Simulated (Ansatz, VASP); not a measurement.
# ZnF2: VASP beside Ansatz

```
Zn F
1.0
     4.70480    0.00000    0.00000
     0.00000    4.70480    0.00000
     0.00000    0.00000    3.13380
Zn F
2 4
Direct
  0.00000 0.00000 0.00000
  0.50000 0.50000 0.50000
  0.30240 0.30240 0.00000
  0.19760 0.80240 0.50000
  0.69760 0.69760 0.00000
  0.80240 0.19760 0.50000
```

Alike in both runs: task single point; functional PBE; k mesh 6 × 6 × 8; no spin polarisation; Hubbard terms Zn d U = 2.0 eV.

|  | VASP | Ansatz |
| --- | --- | --- |
| version | VASP 6.6.1 | Ansatz 0.2.0 |
| potentials or method | VASP PAW PBE potentials, release 64 (Zn, F), cutoff 600 eV | plane waves, PAW |
| occupations | gaussian, width 0.01 eV | fixed |
| valence electrons in the cell | 52 | 52 |

|  | VASP | Ansatz | Ansatz less VASP |
| --- | --- | --- | --- |
| gap on the k mesh at the Fermi level (eV) | 3.96 | 3.96 | +0.006 |

The programs project onto different local orbitals, so the same U acts differently, and such runs can settle in different states.
